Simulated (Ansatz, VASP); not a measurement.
## CuO in VASP and in Ansatz

```
Cu O
1.0
     2.35736   -1.72263    0.00000
     2.35736    1.72263    0.00000
    -0.85566    0.00000    5.09137
Cu O
2 2
Direct
  0.50000 0.00000 0.50000
  0.00000 0.50000 0.00000
  0.41840 0.58160 0.75000
  0.58160 0.41840 0.25000
```

Alike in both runs: task single point; functional LDA; k mesh 10 × 10 × 5; occupations fermi-dirac, width 0.05 eV; no spin polarisation.

|  | VASP | Ansatz |
| --- | --- | --- |
| version | VASP 6.6.1 | Ansatz 0.2.0 |
| potentials or method | VASP PAW LDA potentials, release 64 (Cu, O) | Ansatz PAW |
| plane-wave cutoff (eV) | 520 | 420 |
| valence electrons in the cell | 34 | 50 |

```tsv
	VASP	Ansatz	Ansatz less VASP
gap on the k mesh at the Fermi level (eV)	none	none	-
pressure (GPa)	-11.9	-12.6	-0.76
traceless stress, the component that is largest in VASP (GPa)	4.27	4.64	+0.370
rms of the force components (eV/Å)	0.198	0.216	+0.0181
```

LDA's correlation is that of Perdew and Zunger in VASP and of Perdew and Wang (1992) in Ansatz. Atom by atom the forces differ by 0.018 eV/Å (rms over components). A gap of «none» marks a metal or a gap that the smearing closes. VASP's potentials hold 34 valence electrons a cell and Ansatz's 50, so a difference there can come from the potentials and not from the codes.
